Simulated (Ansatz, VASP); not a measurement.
## Cd2I: VASP beside Ansatz

```
CELL_PARAMETERS angstrom
0.00000 4.49803 4.49803
4.49803 0.00000 4.49803
4.49803 4.49803 0.00000
ATOMIC_POSITIONS crystal
Cd 0.62500 0.62500 0.62500
Cd 0.12500 0.62500 0.62500
Cd 0.62500 0.62500 0.12500
Cd 0.62500 0.12500 0.62500
I 0.00000 0.00000 0.00000
I 0.25000 0.25000 0.25000
```

Alike in both runs: task single point; functional PBE; k mesh 4 × 4 × 4; occupations gaussian, width 0.1 eV; no spin polarisation.

|  | VASP | Ansatz |
| --- | --- | --- |
| version | VASP 6.6.1 | Ansatz 0.2.0 |
| potentials or method | VASP PAW PBE potentials, release 64 (Cd, I), cutoff 520 eV | scalar-relativistic, plane waves, PAW |
| valence electrons in the cell | 62 | 114 |

|  | VASP | Ansatz | Ansatz less VASP |
| --- | --- | --- | --- |
| gap on the k mesh at the Fermi level (eV) | none | none | - |
| pressure (GPa) | -0.8 | -0.9 | -0.09 |

A gap of «none» marks a metal or a gap that the smearing closes. The functional is the same, so the differences come from potentials, cutoffs and numerics. VASP's potentials hold 62 valence electrons a cell and Ansatz's 114, so a difference there can come from the potentials and not from the codes.

Neither program's run includes spin-orbit coupling.
